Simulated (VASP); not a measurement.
# Cu4H (Im-3m) in VASP: a series of runs

Runs on Cu4H. Level: PBE. Tasks: single point, relaxation of cell and atoms.

Program: VASP 6.6.1. These are calculated values, not measurements. Logs are shortened: lines on timing, memory, paths and dates and some standing lists are left out, and cuts for length are marked.

### Step 1. The cell of the first run

The structure is cubic, space group Im-3m (No. 229). Conventional cell: a = 4.845 Å, b = 4.845 Å, c = 4.845 Å, α = 90.00°, β = 90.00°, γ = 90.00°. Within 2.8 Å of Cu (site symmetry -3m) lie 2 H at 2.10 Å and 6 Cu at 2.42 Å. H (site symmetry m-3m) has 8 Cu at 2.10 Å within 2.8 Å.

### Step 2. Single point, PBE

Contents of INCAR:

```
ALGO = Normal
EDIFF = 1E-6
ENCUT = 520
GGA = PE
ISIF = 2
ISMEAR = 0
LASPH = True
LCHARG = False
LREAL = False
LWAVE = False
NBANDS = 30
NELM = 60
PREC = Accurate
SIGMA = 0.1
```

Contents of KPOINTS:

```
k-points
0
Gamma
  6 6 6
```

Contents of POSCAR:

```
Cu4H
1.0
   -2.4225618467      2.4225618467      2.4225618467
    2.4225618467     -2.4225618467      2.4225618467
    2.4225618467      2.4225618467     -2.4225618467
Cu H
4 1
Direct
    0.0000000000      0.0000000000      0.5000000000
    0.5000000000      0.0000000000      0.0000000000
    0.0000000000      0.5000000000      0.0000000000
    0.5000000000      0.5000000000      0.5000000000
    0.0000000000      0.0000000000      0.0000000000
```

Potentials or basis: VASP PAW PBE potentials, release 64 (Cu, H).

Started as:

```
cat potpaw_PBE.64/Cu/POTCAR potpaw_PBE.64/H/POTCAR > POTCAR
mpirun -np 1 vasp_std > vasp.out
```

OUTCAR:

```text
EDIFF = 1E-6
   ENCUT = 520
   GGA = PE
   ISIF = 2
   ISMEAR = 0
   LASPH = True
   LREAL = False
   NELM = 60
   PREC = Accurate

 ion  position               nearest neighbor table
   1  0.000  0.000  0.500-   2 2.42   3 2.42   4 2.42   3 2.42   2 2.42   4 2.42
   2  0.500  0.000  0.000-   1 2.42   3 2.42   4 2.42   4 2.42   1 2.42   3 2.42
   3  0.000  0.500  0.000-   1 2.42   2 2.42   4 2.42   1 2.42   4 2.42   2 2.42
   4  0.500  0.500  0.500-   1 2.42   2 2.42   3 2.42   2 2.42   3 2.42   1 2.42
   5  0.000  0.000  0.000-

  LATTYP: Found a body centered cubic cell.
 ALAT       =     4.8451236934

  Lattice vectors:

 A1 = (  -2.4225618467,   2.4225618467,   2.4225618467)
 A2 = (   2.4225618467,  -2.4225618467,   2.4225618467)
 A3 = (   2.4225618467,   2.4225618467,  -2.4225618467)

Analysis of symmetry for initial positions (statically):
=====================================================================
 Subroutine PRICEL returns:
 Original cell was already a primitive cell.

 Routine SETGRP: Setting up the symmetry group for a
 body centered cubic supercell.

 Subroutine GETGRP returns: Found 48 space group operations
 (whereof 48 operations were pure point group operations)
 out of a pool of 48 trial point group operations.

The static configuration has the point symmetry O_h .

Analysis of symmetry for dynamics (positions and initial velocities):
=====================================================================
 Subroutine PRICEL returns:
 Original cell was already a primitive cell.

 Routine SETGRP: Setting up the symmetry group for a
 body centered cubic supercell.

 Subroutine GETGRP returns: Found 48 space group operations
 (whereof 48 operations were pure point group operations)
 out of a pool of 48 trial point group operations.

The dynamic configuration has the point symmetry O_h .

 Subroutine INISYM returns: Found 48 space group operations
 (whereof 48 operations are pure point group operations),
 and found     1 'primitive' translations

----------------------------------------------------------------------------------------

                                     Primitive cell

  volume of cell :      56.8702

[... 80 lines left out ...]
   LNONCOLLINEAR =      F non collinear calculations
   LSORBIT =      F    spin-orbit coupling
   LASPH  =      T    aspherical Exc in radial PAW
   ENCUT  =  520.0 eV  38.22 Ry    6.18 a.u.   7.80  7.80  7.80*2*pi/ulx,y,z
   NELM   =     60;   NELMIN=  2; NELMDL= -5     # of ELM steps
   EDIFF  = 0.1E-05   stopping-criterion for ELM
   LREAL  =      F    real-space projection
   EDIFFG = 0.1E-04   stopping-criterion for IOM
   NSW    =      0    number of steps for IOM
   IBRION =     -1    ionic relax: 0-MD 1-quasi-New 2-CG
   NFREE  =      0    steps in history (QN), initial steepest desc. (CG)
   ISIF   =      2    stress and relaxation
   ISYM   =      2    0-nonsym 1-usesym 2-fastsym
   POTIM  = 0.5000    time-step for ionic-motion
   TEBEG  =    0.0;   TEEND  =   0.0 temperature during run
   PSTRESS=    0.0 pullay stress
   NELECT =      45.0000    total number of electrons
   NUPDOWN=      -1.0000    fix difference up-down
   EMIN   =  10.00;   EMAX   =-10.00  energy-range for DOS
   EFERMI =   0.00;   METHOD = LEGACY
   ISMEAR =     0;   SIGMA  =   0.10  broadening in eV -4-tet -1-fermi 0-gaus
   EFERMI_NEDOS =   21; number of points for ismear=-14 and -15
   IALGO  =     38    algorithm
   IMIX   =      4    mixing-type and parameters
     AMIX     =   0.40;   BMIX     =  1.00
     AMIX_MAG =   1.60;   BMIX_MAG =  1.00
  volume/ion in A,a.u.               =      11.37        76.76
  Fermi-wavevector in a.u.,A,eV,Ry     =   1.514203  2.861429 31.195588  2.292811
  Thomas-Fermi vector in A             =   2.623892
   LORBIT       =      0    0 simple, 1 ext, 2 COOP (PROOUT), +10 PAW based schemes
   GGA     = PE    functional components
   LHFCALC =     F    Hartree Fock is set to
   AEXX    =    0.0000 exact exchange contribution
   IVDW    =     0    specifies the selected vdW correction
   LEPSILON=     F    determine dielectric tensor
   LRPA    =     F    only Hartree local field effects (RPA)
 non-spin polarized calculation
 Gauss-broadening in eV      SIGMA  =   0.10
  energy-cutoff  :      520.00
  volume of cell :       56.87
 maximum number of plane-waves:      1566
   NGX = 15   NGY = 15   NGZ = 15

 number of electron      44.9999944 magnetization

 Free energy of the ion-electron system (eV)
  ---------------------------------------------------
  ext. energy  EPLUGINS =         0.00000000
  ---------------------------------------------------
  free energy    TOTEN  =       -16.13358738 eV

  energy without entropy =      -16.12475352  energy(sigma->0) =      -16.12917045

 E-fermi :   5.8736     XC(G=0): -11.8523

 val. band max:        5.8014666378   @ k =   0.3333   0.1667   0.0000
 cond. band min:       5.9295161990   @ k =  -0.3333   0.3333   0.3333
 fundamental gap:      0.1280495612
 Fermi energy:         5.8736224481

 k-point     1 :       0.0000    0.0000    0.0000
  band No.  band energies     occupation
      1      -3.6080      2.00000
      2       0.6246      2.00000
      3       1.6265      2.00000
      4       1.6265      2.00000
      5       1.9471      2.00000
      6       1.9471      2.00000
[... 517 lines left out ...]
     29      15.3649      0.00000
     30      15.3649      0.00000

------------------------ aborting loop because EDIFF is reached ----------------------------------------

  FORCE on cell =-STRESS in cart. coord.  units (eV):
  Direction    XX          YY          ZZ          XY          YZ          ZX
  --------------------------------------------------------------------------------------
  -------------------------------------------------------------------------------------
  Total        0.1628456      0.1628456      0.1628456      0.0000000      0.0000000      0.0000000
  in kB        4.5877746      4.5877746      4.5877746      0.0000000      0.0000000      0.0000000
  external PRESSURE =       4.5877746 kB  Pullay stress =       0.0000000 kB

 VOLUME and BASIS-vectors are now :
 -----------------------------------------------------------------------------
  energy-cutoff  :      520.00
  volume of cell :       56.87
      direct lattice vectors                 reciprocal lattice vectors
    -2.422561847  2.422561847  2.422561847     0.000000000  0.206393080  0.206393080
     2.422561847 -2.422561847  2.422561847     0.206393080  0.000000000  0.206393080
     2.422561847  2.422561847 -2.422561847     0.206393080  0.206393080  0.000000000

 POSITION                                       TOTAL-FORCE (eV/Angst)
 -----------------------------------------------------------------------------------
      1.21128      1.21128     -1.21128         0.000000     -0.000000     -0.000000
     -1.21128      1.21128      1.21128        -0.000000     -0.000000      0.000000
      1.21128     -1.21128      1.21128        -0.000000      0.000000      0.000000
      1.21128      1.21128      1.21128         0.000000      0.000000      0.000000
      0.00000      0.00000      0.00000        -0.000000     -0.000000     -0.000000
 -----------------------------------------------------------------------------------
    total drift:                                0.000000     -0.000000      0.000000

  FREE ENERGIE OF THE ION-ELECTRON SYSTEM (eV)
  ---------------------------------------------------
  free  energy   TOTEN  =       -16.1335873806 eV

  energy  without entropy=      -16.1247535154  energy(sigma->0) =      -16.12917045
```

OSZICAR:

```text
N       E                     dE             d eps       ncg     rms          rms(c)
DAV:   1     0.334373497968E+03    0.33437E+03   -0.19526E+04   968   0.246E+03
DAV:   2     0.102250777666E+02   -0.32415E+03   -0.31251E+03   960   0.390E+02
DAV:   3    -0.187386518421E+02   -0.28964E+02   -0.27374E+02  1068   0.166E+02
DAV:   4    -0.193944074380E+02   -0.65576E+00   -0.65424E+00  1084   0.330E+01
DAV:   5    -0.194030346342E+02   -0.86272E-02   -0.86269E-02  1242   0.370E+00    0.146E+01
DAV:   6    -0.177650691742E+02    0.16380E+01   -0.34732E+01  1056   0.117E+02    0.833E+00
DAV:   7    -0.161622384148E+02    0.16028E+01   -0.69862E+00  1090   0.526E+01    0.678E-01
DAV:   8    -0.161490043747E+02    0.13234E-01   -0.17728E-01  1322   0.543E+00    0.924E-01
DAV:   9    -0.161352544021E+02    0.13750E-01   -0.67095E-02  1102   0.512E+00    0.314E-01
DAV:  10    -0.161335720256E+02    0.16824E-02   -0.82596E-03  1192   0.182E+00    0.241E-02
DAV:  11    -0.161335909916E+02   -0.18966E-04   -0.17174E-04  1312   0.132E-01    0.979E-03
DAV:  12    -0.161335871366E+02    0.38550E-05   -0.17874E-05  1180   0.705E-02    0.765E-03
DAV:  13    -0.161335873806E+02   -0.24391E-06   -0.26279E-06   836   0.321E-02
   1 F= -.16133587E+02 E0= -.16129170E+02  d E =-.883387E-02
```

stdout:

```text
POSCAR found type information on POSCAR CuH
 POSCAR found :  2 types and       5 ions
 scaLAPACK will be used
 LDA part: xc-table for (Slater+PW92), standard interpolation
 POSCAR, INCAR and KPOINTS ok, starting setup
 FFT: planning ... GRIDC
 FFT: planning ... GRID_SOFT
 FFT: planning ... GRID
 WAVECAR not read
 entering main loop
```

Wall time 50 s (1 thread of AMD EPYC 7R13, shared host); peak memory 0.15 GiB.

What came out:

```
Free energy : -16.1336 eV
Pressure    : 0.5 GPa
```

### Step 3. Single point, PBE

This run uses another cell than the first one, of 11.87 Å³/atom, 1.043 times its volume.

Contents of INCAR:

```
SYSTEM = Cu4H
ALGO     = Normal         ! electronic algorithm
EDIFF    = 1E-6           ! SCF threshold, eV
ENCUT    = 520            ! plane-wave cutoff, eV
GGA      = PE             ! functional
ISIF     = 2              ! what is computed and relaxed
ISMEAR   = 0              ! smearing method
LASPH    = .True.         ! aspherical terms in the spheres
LCHARG   = .False.        ! write CHGCAR
LREAL    = .False.        ! projectors in reciprocal space
LWAVE    = .False.        ! write WAVECAR
NBANDS   = 30             ! bands
NELM     = 80             ! most SCF steps
PREC     = Accurate       ! precision mode
SIGMA    = 0.1            ! smearing width, eV
```

Contents of KPOINTS:

```
k-points
0
Gamma
  6 6 6
  0 0 0
```

Changes to POSCAR since step 2:

```diff
@@ -2,5 +2,5 @@
 1.0
-   -2.4225618467      2.4225618467      2.4225618467
-    2.4225618467     -2.4225618467      2.4225618467
-    2.4225618467      2.4225618467     -2.4225618467
+   -2.4570731700      2.4570731700      2.4570731700
+    2.4570731700     -2.4570731700      2.4570731700
+    2.4570731700      2.4570731700     -2.4570731700
 Cu H
```

Potentials or basis: VASP PAW PBE potentials, release 64 (Cu, H).

Started as:

```
cat potpaw_PBE.64/Cu/POTCAR potpaw_PBE.64/H/POTCAR > POTCAR
mpirun -np 1 vasp_std > vasp.out
```

Wall time 46 s (1 thread of AMD EPYC 7R13, shared host); peak memory 0.15 GiB.

Results (log left out):

```yaml
Free_energy: -16.1087 eV
Pressure: -4.2 GPa
```

Levels at points of the mesh, in eV from the Fermi level:
| k point | band 20 | band 21 | band 22 | band 23 | band 24 | band 25 |
| --- | --- | --- | --- | --- | --- | --- |
| (0.00, 0.00, 0.00) | -1.00 | -1.00 | 2.93 | 3.21 | 3.21 | 3.21 |
| (0.50, 0.00, 0.00) | -1.80 | -1.79 | -1.75 | 1.34 | 2.64 | 2.87 |
| (0.50, 0.50, 0.50) | -1.27 | -1.27 | -0.96 | -0.96 | 1.42 | 1.42 |

### Step 4. Relaxation of cell and atoms, PBE

This run uses another cell than the first one, of 11.87 Å³/atom, 1.043 times its volume.

Contents of INCAR:

```
SYSTEM = Cu4H
ALGO = Normal
EDIFF = 1E-6
EDIFFG = -0.04
ENCUT = 600
GGA = PE
IBRION = 2
ISIF = 3
ISMEAR = 0
LASPH = .TRUE.
LCHARG = .FALSE.
LREAL = .FALSE.
LWAVE = .FALSE.
NELM = 60
NSW = 90
PREC = Accurate
SIGMA = 0.1
```

Contents of KPOINTS:

```
k-points
0
G
  6 6 6
  0 0 0
```

POSCAR is that of step 3.

Potentials or basis: VASP PAW PBE potentials, release 64 (Cu, H).

Started as:

```
cat potpaw_PBE.64/Cu/POTCAR potpaw_PBE.64/H/POTCAR > POTCAR
mpirun -np 1 vasp_std > vasp.out
```

OUTCAR:

```text
SYSTEM = Cu4H
   EDIFF = 1E-6
   EDIFFG = -0.04
   ENCUT = 600
   GGA = PE
   IBRION = 2
   ISIF = 3
   ISMEAR = 0
   LASPH = .TRUE.
   LREAL = .FALSE.
   NELM = 60
   NSW = 90
   PREC = Accurate

 ion  position               nearest neighbor table
   1  0.000  0.000  0.500-   2 2.46   3 2.46   4 2.46   3 2.46   2 2.46   4 2.46
   2  0.500  0.000  0.000-   1 2.46   3 2.46   4 2.46   4 2.46   1 2.46   3 2.46
   3  0.000  0.500  0.000-   1 2.46   2 2.46   4 2.46   1 2.46   4 2.46   2 2.46
   4  0.500  0.500  0.500-   1 2.46   2 2.46   3 2.46   2 2.46   3 2.46   1 2.46
   5  0.000  0.000  0.000-

  LATTYP: Found a body centered cubic cell.
 ALAT       =     4.9141463400

  Lattice vectors:

 A1 = (  -2.4570731700,   2.4570731700,   2.4570731700)
 A2 = (   2.4570731700,  -2.4570731700,   2.4570731700)
 A3 = (   2.4570731700,   2.4570731700,  -2.4570731700)

Analysis of symmetry for initial positions (statically):
=====================================================================
 Subroutine PRICEL returns:
 Original cell was already a primitive cell.
[... 219 lines left out ...]

 val. band max:        5.7784326934   @ k =   0.3333   0.1667   0.0000
 cond. band min:       5.9100771428   @ k =  -0.3333   0.3333   0.3333
 fundamental gap:      0.1316444494
 Fermi energy:         5.8510709008

 k-point     1 :       0.0000    0.0000    0.0000
  band No.  band energies     occupation
      1      -3.6143      2.00000
      2       0.6145      2.00000
      3       1.6147      2.00000
      4       1.6147      2.00000
      5       1.9335      2.00000
      6       1.9335      2.00000
[... 469 lines left out ...]
     26       7.3870      0.00000
     27      14.3180      0.00000

------------------------ aborting loop because EDIFF is reached ----------------------------------------

  FORCE on cell =-STRESS in cart. coord.  units (eV):
  Direction    XX          YY          ZZ          XY          YZ          ZX
  --------------------------------------------------------------------------------------
  -------------------------------------------------------------------------------------
  Total        0.1107263      0.1107263      0.1107263      0.0000000     -0.0000000      0.0000000
  in kB        3.1129129      3.1129129      3.1129129      0.0000000     -0.0000000      0.0000000
  external PRESSURE =       3.1129129 kB  Pullay stress =       0.0000000 kB

 VOLUME and BASIS-vectors are now :
 -----------------------------------------------------------------------------
  energy-cutoff  :      600.00
  volume of cell :       56.99
      direct lattice vectors                 reciprocal lattice vectors
    -2.424253877  2.424253877  2.424253877     0.000000000  0.206249026  0.206249026
     2.424253877 -2.424253877  2.424253877     0.206249026  0.000000000  0.206249026
     2.424253877  2.424253877 -2.424253877     0.206249026  0.206249026  0.000000000

 POSITION                                       TOTAL-FORCE (eV/Angst)
 -----------------------------------------------------------------------------------
     -1.21213      3.63638      1.21213         0.000000      0.000000      0.000000
     -1.21213      1.21213      1.21213        -0.000000      0.000000     -0.000000
      3.63638      1.21213     -1.21213         0.000000     -0.000000      0.000000
      1.21213      1.21213      1.21213        -0.000000     -0.000000     -0.000000
      2.42425      2.42425      2.42425         0.000000     -0.000000      0.000000
 -----------------------------------------------------------------------------------
    total drift:                                0.000000      0.000000     -0.000000

  FREE ENERGIE OF THE ION-ELECTRON SYSTEM (eV)
  ---------------------------------------------------
  free  energy   TOTEN  =       -16.1350754482 eV

  energy  without entropy=      -16.1263365463  energy(sigma->0) =      -16.13070600

 reached required accuracy - stopping structural energy minimisation
```

CONTCAR:

```text
Cu4H
   1.00000000000000
    -2.4242538772811830    2.4242538772811830    2.4242538772811830
     2.4242538772811830   -2.4242538772811830    2.4242538772811830
     2.4242538772811830    2.4242538772811830   -2.4242538772811830
  Cu              H
     4     1
Direct
     1.0000000000000000    0.0000000000000000    0.5000000000000000
     0.5000000000000000    0.0000000000000000    0.0000000000000000
     0.0000000000000000    0.5000000000000000    1.0000000000000000
     0.5000000000000000    0.5000000000000000    0.5000000000000000
     1.0000000000000000    1.0000000000000000    1.0000000000000000

  0.00000000E+00  0.00000000E+00  0.00000000E+00
  0.00000000E+00  0.00000000E+00  0.00000000E+00
  0.00000000E+00  0.00000000E+00  0.00000000E+00
  0.00000000E+00  0.00000000E+00  0.00000000E+00
  0.00000000E+00  0.00000000E+00  0.00000000E+00
```

Run time: 2.3 min. Hardware: 1 thread of AMD EPYC 7R13, shared host; peak memory 0.19 GiB.

What came out:

```
Free energy                            : -16.1351 eV
Relaxed volume                         : 11.40 Å³/atom
Relaxed cell                           : a = 4.199 Å, b = 4.199 Å, c = 4.199 Å, α = 109.47°, β = 109.47°, γ = 109.47°
Space group after relaxing (to 0.05 Å) : Im-3m (No. 229)
Energy gained by relaxing              : 5.3 meV/atom
Ionic steps                            : 2
Pressure after relaxing                : 0.3 GPa
```

Step by step:
```
step  energy change (eV)  largest force (eV/Å)  pressure (GPa)  volume (Å³)
   1              0.0000                0.0000           -3.74        59.34
   2             -0.0263                0.0000            0.31        56.99
```

Final structure:
```yaml
crystal:
  lattice:
    - [-2.42425, 2.42425, 2.42425]
    - [2.42425, -2.42425, 2.42425]
    - [2.42425, 2.42425, -2.42425]
  atoms:
    - { symbol: Cu, position: [0.00000, 0.00000, 0.50000] }
    - { symbol: Cu, position: [0.50000, 0.00000, 0.00000] }
    - { symbol: Cu, position: [0.00000, 0.50000, 0.00000] }
    - { symbol: Cu, position: [0.50000, 0.50000, 0.50000] }
    - { symbol: H, position: [0.00000, 0.00000, 0.00000] }
```

### Step 5. Overview

```tsv
task	cell	cutoff (eV)	gap on the mesh (eV)	pressure (GPa)
single point	a = 4.196 Å, angles 109.5°, 5 atoms	520	none	0.5
single point	a = 4.256 Å, angles 109.5°, 5 atoms	520	none	-4.2
relaxation of cell and atoms	relaxed from a = 4.256 Å, angles 109.5°, 5 atoms	600	none	0.3
```

Alike in all rows: level PBE; potentials or basis VASP PAW PBE potentials, release 64 (Cu, H); no spin polarisation; k mesh 6 × 6 × 6; smearing gaussian 0.1 eV.

Absolute energies hang on the potentials; compare differences alone.
